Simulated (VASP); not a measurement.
Wanted: the native input for a VASP 6.6.1 run.

| Item | Value |
| --- | --- |
| Task | single point |
| Functional | PBE |
| Potentials or basis | VASP PAW PBE potentials, release 64 (Ge_d) |
| Cutoff | 520 eV |
| k mesh | 16 × 16 × 16 |
| Occupations | gaussian, width 0.1 eV |
| Spin | no spin polarisation |
| Dipole correction | no |
| Further INCAR settings | ALGO = Normal; EDIFF = 1e-06; NBANDS = 21 |

The structure of Ge lies in POSCAR:

```
Ge
1.0
   -2.6033023731      2.6033023731      1.4232411768
    2.6033023731     -2.6033023731      1.4232411768
    2.6033023731      2.6033023731     -1.4232411768
Ge
2
Direct
    0.2500000000      0.7500000000      0.5000000000
    0.5000000000      0.5000000000      0.0000000000
```

These files were run (other wordings do the same):

INCAR

```
ALGO = Normal
EDIFF = 1E-6
ENCUT = 520
GGA = PE
ISIF = 2
ISMEAR = 0
LASPH = True
LCHARG = True
LELF = True
LREAL = False
LVHAR = True
LWAVE = False
NBANDS = 21
NELM = 60
PREC = Accurate
SIGMA = 0.1
```

KPOINTS

```
k-points
0
Gamma
  16 16 16
```

Potentials or basis: VASP PAW PBE potentials, release 64 (Ge_d).

Command:

```sh
$ cat potpaw_PBE.64/Ge_d/POTCAR > POTCAR
$ mpirun -np 1 vasp_std > vasp.out
```

It gave:

```json
{"Pressure": "-0.1 GPa", "Band gap on the k mesh": "zero (bands 14 and 15 overlap by 5.08 eV)"}
```

Run time: 3.1 min on 1 thread of Intel(R) Xeon(R) Platinum 8259CL CPU @ 2.50GHz (Skylake/Cascade Lake), with other jobs on the host, peak memory 0.34 GiB.
